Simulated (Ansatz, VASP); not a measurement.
**Cd: VASP beside Ansatz**

INCAR

```
PREC = Accurate
ENCUT = 520
EDIFF = 1E-6
ISMEAR = 0
SIGMA = 0.1
LREAL = F
LASPH = T
NELM = 80
ALGO = Fast
ISIF = 2
LWAVE = F
LCHARG = T
GGA = PS
LELF = T
LVHAR = T
NBANDS = 12
```

The input KPOINTS:

```
Automatic mesh
0
Gamma
  15 15 15
```

The input POSCAR:

```
Cd
1.0
   -1.9357930946      1.8644202146      1.8644202146
    1.8644202146     -1.9357930946      1.8644202146
    1.8644202146      1.8644202146     -1.9357930946
Cd
1
Direct
    0.0000000000      0.0000000000      0.0000000000
```

Input for Ansatz:

```yaml
crystal:
  lattice:
    - [-1.9357930946, 1.8644202146, 1.8644202146]
    - [1.8644202146, -1.9357930946, 1.8644202146]
    - [1.8644202146, 1.8644202146, -1.9357930946]
  atoms:
    - { symbol: Cd, position: [0.0, 0.0, 0.0] }
basis:
  ecutwfc: 420
kpoints:
  mp_grid: { grid: [15, 15, 15] }
hamiltonian:
  xc: pbesol
scf:
  occupations: { method: gaussian, width: 0.1 }
output:
  forces: true
  stress: true
  eigenvalues: true
```

Alike in both runs: task single point; functional PBEsol; k mesh 15 × 15 × 15; occupations gaussian, width 0.1 eV; no spin polarisation.

```csv
,VASP,Ansatz
version,VASP 6.6.1,Ansatz 0.2.0
potentials or method,"VASP PAW PBE potentials, release 64 (Cd), cutoff 520 eV","scalar-relativistic, plane waves, PAW"
valence electrons in the cell,12,20
```

Ansatz gave:

```
gap on the k mesh at the Fermi level (eV)                     : none
pressure (GPa)                                                : -5.6
traceless stress, the component that is largest in VASP (GPa) : -0.11
```

Q: Which values does VASP return?

A: gap on the k mesh at the Fermi level (eV): none; pressure (GPa): -5.4; traceless stress, the component that is largest in VASP (GPa): -0.10.

VASP's potentials were made for PBE, not for PBEsol. A gap of «none» marks a metal or a gap that the smearing closes. VASP's potentials hold 12 valence electrons a cell and Ansatz's 20, so a difference there can come from the potentials and not from the codes.
